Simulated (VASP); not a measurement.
Here is a VASP 6.6.1 calculation.

The input INCAR:

```
SYSTEM = TePb
PREC = Accurate ; ENCUT = 520
EDIFF = 1E-6 ; ISMEAR = -1
SIGMA = 0.05 ; LREAL = .False.
LASPH = .True. ; NELM = 100
ALGO = Normal ; ISIF = 2
LWAVE = .False. ; LCHARG = .False.
GGA = PE ; IVDW = 13
NBANDS = 17
```

KPOINTS

```
regular mesh
0
Gamma
  7 7 7
  0 0 0
```

Contents of POSCAR:

```
TePb
1.0
    0.0000000000      3.2310000000      3.2310000000
    3.2310000000      0.0000000000      3.2310000000
    3.2310000000      3.2310000000      0.0000000000
Pb Te
1 1
Direct
    0.0000000000      0.0000000000      0.0000000000
    0.5000000000      0.5000000000      0.5000000000
```

Potentials or basis: VASP PAW PBE potentials, release 64 (Pb_d, Te).

Command:

```sh
$ cat potpaw_PBE.64/Pb_d/POTCAR potpaw_PBE.64/Te/POTCAR > POTCAR
$ mpirun -np 1 vasp_std > vasp.out
```

Problem. What does it give for the dispersion energy per atom?

Solution. -0.438 eV.

Problem. Estimate the pressure.

Solution. 0.1 GPa.
